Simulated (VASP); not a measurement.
# KF (Fm-3m) in VASP: G0W0 quasiparticle levels with PBE

Aim: the G0W0 quasiparticle levels of KF with PBE.

All numbers are computed with VASP 6.6.1; they aren't measurements. Logs are shortened: lines on timing, memory, paths and dates and some standing lists are left out, and cuts for length are marked.

## (1) The cell of the first run

It takes space group Fm-3m (No. 225, cubic). Conventional cell: a = 5.318 Å, b = 5.318 Å, c = 5.318 Å, α = 90.00°, β = 90.00°, γ = 90.00°. K (site symmetry m-3m) has 6 F at 2.66 Å within 3.5 Å. Within 3.5 Å of F (site symmetry m-3m) lie 6 K at 2.66 Å.

## (2) G0W0 quasiparticle levels, PBE

Input file POSCAR:

```
KF
1.0
    0.0000000000      2.6589612452      2.6589612452
    2.6589612452      0.0000000000      2.6589612452
    2.6589612452      2.6589612452      0.0000000000
K F
1 1
Direct
    0.0000000000      0.0000000000      0.0000000000
    0.5000000000      0.5000000000      0.5000000000
```

Input file INCAR.step1:

```
SYSTEM = KF
PREC     = Accurate       ! precision mode
ENCUT    = 500            ! plane-wave cutoff, eV
EDIFF    = 1E-8           ! SCF threshold, eV
ISMEAR   = 0              ! smearing method
SIGMA    = 0.01           ! smearing width, eV
LREAL    = .False.        ! projectors in reciprocal space
LASPH    = .True.         ! aspherical terms in the spheres
NELM     = 60             ! most SCF steps
ALGO     = Normal         ! electronic algorithm
LWAVE    = .True.         ! write WAVECAR
LCHARG   = .False.        ! write CHGCAR
GGA      = PE             ! functional
```

Input file INCAR.step2:

```
SYSTEM = KF
PREC     = Accurate       ! precision mode
ENCUT    = 500            ! plane-wave cutoff, eV
EDIFF    = 1E-8           ! SCF threshold, eV
ISMEAR   = 0              ! smearing method
SIGMA    = 0.01           ! smearing width, eV
LREAL    = .False.        ! projectors in reciprocal space
LASPH    = .True.         ! aspherical terms in the spheres
NELM     = 1              ! most SCF steps
ALGO     = Exact          ! electronic algorithm
LWAVE    = .True.         ! write WAVECAR
LCHARG   = .False.        ! write CHGCAR
GGA      = PE             ! functional
NBANDS   = 120            ! bands
LOPTICS  = .True.         ! frequency-dependent dielectric function
ISTART   = 1
```

Input file INCAR.step3:

```
SYSTEM = KF
PREC     = Accurate       ! precision mode
ENCUT    = 500            ! plane-wave cutoff, eV
EDIFF    = 1E-8           ! SCF threshold, eV
ISMEAR   = 0              ! smearing method
SIGMA    = 0.01           ! smearing width, eV
LREAL    = .False.        ! projectors in reciprocal space
LASPH    = .True.         ! aspherical terms in the spheres
ALGO     = EVGW0          ! electronic algorithm
LWAVE    = .False.        ! write WAVECAR
LCHARG   = .False.        ! write CHGCAR
GGA      = PE             ! functional
NELMGW   = 1            
NBANDS   = 120            ! bands
ENCUTGW  = 120.0          ! cutoff of the response function
NOMEGA   = 96             ! frequency points
PRECFOCK = Fast         
ISTART   = 1            
NBANDSGW = 16           
OMEGAMAX = 20
```

Input file KPOINTS:

```
regular mesh
0
Gamma
  6 6 6
  0 0 0
```

Potentials or basis: VASP PAW PBE potentials, release 64 (K_sv_GW, F_GW).

Command:

```sh
> cat potpaw_PBE.64/K_sv_GW/POTCAR potpaw_PBE.64/F_GW/POTCAR > POTCAR
> cp INCAR.step1 INCAR
> mpirun -np 1 vasp_std > vasp.out
> cp INCAR.step2 INCAR
> mpirun -np 1 vasp_std > vasp.out
> cp INCAR.step3 INCAR
> mpirun -np 1 vasp_std > vasp.out
```

OUTCAR:

```text
SYSTEM = KF
   PREC = Accurate
   ENCUT = 500
   EDIFF = 1E-8
   ISMEAR = 0
   LREAL = .False.
   LASPH = .True.
   GGA = PE
   NELMGW = 1
   ENCUTGW = 120.0
   PRECFOCK = Fast
   ISTART = 1

 ion  position               nearest neighbor table
   1  0.000  0.000  0.000-   2 2.66   2 2.66   2 2.66   2 2.66   2 2.66   2 2.66
   2  0.500  0.500  0.500-   1 2.66   1 2.66   1 2.66   1 2.66   1 2.66   1 2.66

  LATTYP: Found a face centered cubic cell.
 ALAT       =     5.3179224904

  Lattice vectors:

 A1 = (   0.0000000000,   2.6589612452,   2.6589612452)
 A2 = (   2.6589612452,   0.0000000000,   2.6589612452)
 A3 = (   2.6589612452,   2.6589612452,   0.0000000000)

Analysis of symmetry for initial positions (statically):
=====================================================================
 Subroutine PRICEL returns:
 Original cell was already a primitive cell.

 Routine SETGRP: Setting up the symmetry group for a
 face centered cubic supercell.

 Subroutine GETGRP returns: Found 48 space group operations
 (whereof 48 operations were pure point group operations)
 out of a pool of 48 trial point group operations.

The static configuration has the point symmetry O_h .

Analysis of symmetry for dynamics (positions and initial velocities):
=====================================================================
 Subroutine PRICEL returns:
 Original cell was already a primitive cell.

 Routine SETGRP: Setting up the symmetry group for a
 face centered cubic supercell.

 Subroutine GETGRP returns: Found 48 space group operations
 (whereof 48 operations were pure point group operations)
 out of a pool of 48 trial point group operations.

The dynamic configuration has the point symmetry O_h .

 Subroutine INISYM returns: Found 48 space group operations
 (whereof 48 operations are pure point group operations),
 and found     1 'primitive' translations

----------------------------------------------------------------------------------------

                                     Primitive cell

  volume of cell :      37.5981

  direct lattice vectors                    reciprocal lattice vectors
     0.000000000  2.658961245  2.658961245    -0.188043357  0.188043357  0.188043357
     2.658961245  0.000000000  2.658961245     0.188043357 -0.188043357  0.188043357
     2.658961245  2.658961245  0.000000000     0.188043357  0.188043357 -0.188043357

  length of vectors
     3.760339055  3.760339055  3.760339055     0.325700649  0.325700649  0.325700649

  position of ions in fractional coordinates (direct lattice)
     0.000000000  0.000000000  0.000000000
     0.500000000  0.500000000  0.500000000

  ion indices of the primitive-cell ions
   primitive index   ion index
                 1           1
                 2           2

----------------------------------------------------------------------------------------

 KPOINTS: regular mesh

Automatic generation of k-mesh.
 Grid dimensions read from file:
 generate k-points for:    6    6    6

 Generating k-lattice:

  Cartesian coordinates                     Fractional coordinates (reciprocal lattice)
    -0.031340560  0.031340560  0.031340560     0.166666667  0.000000000  0.000000000
     0.031340560 -0.031340560  0.031340560     0.000000000  0.166666667  0.000000000
     0.031340560  0.031340560 -0.031340560     0.000000000  0.000000000  0.166666667

  Length of vectors
     0.054283442  0.054283442  0.054283442

  Shift w.r.t. Gamma in fractional coordinates (k-lattice)
     0.000000000  0.000000000  0.000000000

 Subroutine IBZKPT returns following result:
 ===========================================

 Found     16 irreducible k-points:

 Following reciprocal coordinates:
            Coordinates               Weight
  0.000000  0.000000  0.000000      1.000000
  0.166667  0.000000  0.000000      8.000000
  0.333333  0.000000  0.000000      8.000000
  0.500000  0.000000  0.000000      4.000000
  0.166667  0.166667  0.000000      6.000000
  0.333333  0.166667  0.000000     24.000000
[... 8 lines left out ...]
 -0.333333  0.333333  0.166667     24.000000
 -0.333333  0.500000  0.166667     12.000000
   k-points           NKPTS =     16   k-points in BZ     NKDIM =    216   number of bands    NBANDS=    120
   number of dos      NEDOS =    301   number of ions     NIONS =      2
   total plane-waves  NPLWV =  21952
   dimension x,y,z NGX =    28 NGY =   28 NGZ =   28
   dimension x,y,z NGXF=    56 NGYF=   56 NGZF=   56
   ions per type =               1   1
   NGX,Y,Z   is equivalent  to a cutoff of  12.38, 12.38, 12.38 a.u.
   NGXF,Y,Z  is equivalent  to a cutoff of  24.76, 24.76, 24.76 a.u.
 SYSTEM =  KF
   PREC   = accura    normal or accurate (medium, high low for compatibility)
   ISTART =      1    job   : 0-new  1-cont  2-samecut
   ICHARG =      0    charge: 1-file 2-atom 10-const
   ISPIN  =      1    spin polarized calculation?
   LNONCOLLINEAR =      F non collinear calculations
   LSORBIT =      F    spin-orbit coupling
   LASPH  =      T    aspherical Exc in radial PAW
   ENCUT  =  500.0 eV  36.75 Ry    6.06 a.u.   6.86  6.86  6.86*2*pi/ulx,y,z
   NELM   =     60;   NELMIN=  2; NELMDL=  0     # of ELM steps
   EDIFF  = 0.1E-07   stopping-criterion for ELM
   LREAL  =      F    real-space projection
   EDIFFG = 0.1E-06   stopping-criterion for IOM
   NSW    =      0    number of steps for IOM
   IBRION =     -1    ionic relax: 0-MD 1-quasi-New 2-CG
   NFREE  =      0    steps in history (QN), initial steepest desc. (CG)
   ISIF   =      0    stress and relaxation
   ISYM   =      3    0-nonsym 1-usesym 2-fastsym
   POTIM  = 0.5000    time-step for ionic-motion
   TEBEG  =    0.0;   TEEND  =   0.0 temperature during run
   PSTRESS=    0.0 pullay stress
   NELECT =      16.0000    total number of electrons
   NUPDOWN=      -1.0000    fix difference up-down
   EMIN   =  10.00;   EMAX   =-10.00  energy-range for DOS
   EFERMI =   0.00;   METHOD = LEGACY
   ISMEAR =     0;   SIGMA  =   0.01  broadening in eV -4-tet -1-fermi 0-gaus
   EFERMI_NEDOS =   21; number of points for ismear=-14 and -15
   IALGO  =     38    algorithm
   IMIX   =      4    mixing-type and parameters
     AMIX     =   0.40;   BMIX     =  1.00
     AMIX_MAG =   1.60;   BMIX_MAG =  1.00
  volume/ion in A,a.u.               =      18.80       126.86
  Fermi-wavevector in a.u.,A,eV,Ry     =   1.231382  2.326975 20.630538  1.516302
  Thomas-Fermi vector in A             =   2.366194
   LORBIT       =      0    0 simple, 1 ext, 2 COOP (PROOUT), +10 PAW based schemes
   GGA     = PE    functional components
   LHFCALC =     T    Hartree Fock is set to
   PRECFOCK=fast      Normal, Fast or Accurate (Low or Medium for compatibility)
   ENCUT4O =  -1.0   cutoff for four orbital integrals eV
   NKREDX  =     1    reduce k-point grid by
   NKREDY  =     1    reduce k-point grid by
   NKREDZ  =     1    reduce k-point grid by
   AEXX    =    1.0000 exact exchange contribution
   HFSCREEN=    0.0000 screening length (either q_TF or 0.3 A-1)
   HFSCREENC=   0.0000 screening length for correlation (either q_TF or 0.3 A-1)
   ENCUTFOCK=  -1.0 apply spherical cutoff to Coloumb kernel
   IVDW    =     0    specifies the selected vdW correction
   LEPSILON=     F    determine dielectric tensor
   LRPA    =     F    only Hartree local field effects (RPA)
   LRPAFORCE           =     F    calculate RPA forces
   ENCUTGW             = 120.0    cutoff for response function in eV
   ENCUTGWSOFT         =  96.0    soft cutoff for Coulomb kernel in GW response function in eV
   ENCUTLF             =  -1.0    cutoff for local field effects
   NELMGW              =     1    number of iterations in solving QP/BSE equation
   NELMHF              =     1    number of iterations in the inner HF iteration
   NKREDLFX            =     1    NKREDLFY  =   1   NKREDLFZ  =   1
 non-spin polarized calculation
 Gauss-broadening in eV      SIGMA  =   0.01
  energy-cutoff  :      500.00
  volume of cell :       37.60
 maximum number of plane-waves:       982
  NGX = 16; NGY = 16; NGZ = 16
   NGX = 13   NGY = 13   NGZ = 13
 maximum number of plane-waves:       116

 QP shifts <psi_nk| G(iteration)W_0 |psi_nk>: iteration 1
 for sc-GW calculations column KS-energies equals QP-energies in previous step
 and V_xc(KS)=  KS-energies - (<T + V_ion + V_H > + <T+V_H+V_ion>^1  + <V_x>^1)

 k-point   1 :       0.0000    0.0000    0.0000
  band No.  KS-energies  QP-energies   sigma(KS)   V_xc(KS)     V^pw_x(r,r')   Z            occupation Imag(sigma)

      1     -26.4459     -28.5539     -21.7235     -18.4220     -30.7049       0.6385       2.0000       0.4375
      2     -19.0224     -22.7674     -28.2091     -23.0028     -37.0208       0.7193       2.0000       0.5869
      3      -9.6851     -13.1065     -22.1396     -18.0588     -24.9188       0.8384       2.0000       0.0510
      4      -9.6851     -13.1065     -22.1396     -18.0588     -24.9188       0.8384       2.0000       0.0510
      5      -9.6851     -13.1065     -22.1396     -18.0588     -24.9188       0.8384       2.0000       0.0510
      6      -0.3679      -2.7390     -24.7850     -21.7651     -29.5277       0.7851       2.0000       0.0537
[... 8 lines left out ...]
     15      16.6127      16.9811      -4.1482      -4.5817      -0.6766       0.8499       0.0000      -0.1828
     16      24.0779      27.3161      -8.7852     -12.6925      -4.4812       0.8288       0.0000      -0.2875

 k-point   2 :       0.1667    0.0000    0.0000
  band No.  KS-energies  QP-energies   sigma(KS)   V_xc(KS)     V^pw_x(r,r')   Z            occupation Imag(sigma)

      1     -26.4209     -28.5305     -21.7507     -18.4484     -30.7196       0.6388       2.0000       0.4310
      2     -19.0457     -22.8238     -28.1717     -22.9632     -36.9843       0.7254       2.0000       0.5949
      3      -9.7569     -13.1828     -22.0711     -17.9766     -24.8493       0.8367       2.0000       0.0501
      4      -9.6946     -13.1207     -22.1251     -18.0404     -24.8955       0.8388       2.0000       0.0495
      5      -9.6946     -13.1207     -22.1251     -18.0404     -24.8955       0.8388       2.0000       0.0495
      6      -0.6024      -3.0209     -24.0772     -20.9916     -28.6979       0.7838       2.0000       0.0540
[... 8 lines left out ...]
     15      17.7455      18.8664      -5.3859      -6.6772      -1.7951       0.8680       0.0000      -0.2511
     16      21.6336      24.1313      -8.3472     -11.2912      -4.3291       0.8484       0.0000      -0.2559

 k-point   3 :       0.3333    0.0000    0.0000
  band No.  KS-energies  QP-energies   sigma(KS)   V_xc(KS)     V^pw_x(r,r')   Z            occupation Imag(sigma)

      1     -26.3701     -28.4827     -21.8061     -18.5025     -30.7500       0.6395       2.0000       0.4177
      2     -19.0944     -22.9435     -28.0962     -22.8826     -36.9097       0.7383       2.0000       0.6120
      3      -9.8983     -13.3420     -21.9415     -17.8198     -24.7226       0.8355       2.0000       0.0485
      4      -9.7133     -13.1495     -22.0974     -18.0046     -24.8498       0.8396       2.0000       0.0469
      5      -9.7133     -13.1495     -22.0974     -18.0046     -24.8498       0.8396       2.0000       0.0469
      6      -1.0003      -3.5036     -23.1259     -19.9322     -27.6140       0.7838       2.0000       0.0567
[... 234 lines left out ...]
      1     -26.3257     -28.4553     -21.8530     -18.5537     -30.7843       0.6455       2.0000       0.4142
      2     -19.0821     -22.9389     -28.1499     -22.9321     -36.9759       0.7392       2.0000       0.6116
      3     -10.0516     -13.5010     -21.6909     -17.5448     -24.5264       0.8320       2.0000       0.0694
      4     -10.0014     -13.4425     -21.7201     -17.5819     -24.5494       0.8316       2.0000       0.0695
      5      -9.7694     -13.2112     -22.0563     -17.9523     -24.8132       0.8386       2.0000       0.0468
      6      -0.8519      -3.3262     -23.6726     -20.5152     -28.2612       0.7837       2.0000       0.0565
[... 8 lines left out ...]
     15      15.1116      17.9820      -9.2695     -12.7081      -5.7431       0.8348       0.0000      -0.0744
     16      16.9012      19.6242      -8.8507     -12.0899      -5.1556       0.8407       0.0000      -0.1090

 k-point  16 :      -0.3333    0.5000    0.1667
  band No.  KS-energies  QP-energies   sigma(KS)   V_xc(KS)     V^pw_x(r,r')   Z            occupation Imag(sigma)

      1     -26.3202     -28.4510     -21.8583     -18.5612     -30.7910       0.6463       2.0000       0.4163
      2     -19.0637     -22.8949     -28.1948     -22.9772     -37.0264       0.7343       2.0000       0.6066
      3     -10.1795     -13.6467     -21.4902     -17.3239     -24.3619       0.8322       2.0000       0.0858
      4      -9.9981     -13.4355     -21.7401     -17.6045     -24.5795       0.8312       2.0000       0.0712
      5      -9.8077     -13.2465     -22.0152     -17.9065     -24.7904       0.8369       2.0000       0.0505
      6      -0.6924      -3.1254     -24.1107     -20.9999     -28.7727       0.7821       2.0000       0.0558
[... 8 lines left out ...]
     15      14.9272      17.8877      -9.3301     -12.8662      -5.8203       0.8372       0.0000      -0.0734
     16      16.5052      18.6923      -8.5896     -11.1898      -4.9699       0.8411       0.0000      -0.1174
```

It took 4.8 min on 1 thread of Intel Xeon 6975P-C (Granite Rapids), shared host; peak memory 0.71 GiB.

Results:

- Quasiparticle gap: 9.66 eV
- Least direct quasiparticle gap: 9.66 eV
- Band gap of the starting levels on the mesh: 6.26 eV
- Least direct gap of the starting levels on the mesh: 6.26 eV

Caveat: bands, screening cutoff and mesh are small and nothing is extrapolated, so the quasiparticle values aren't converged.
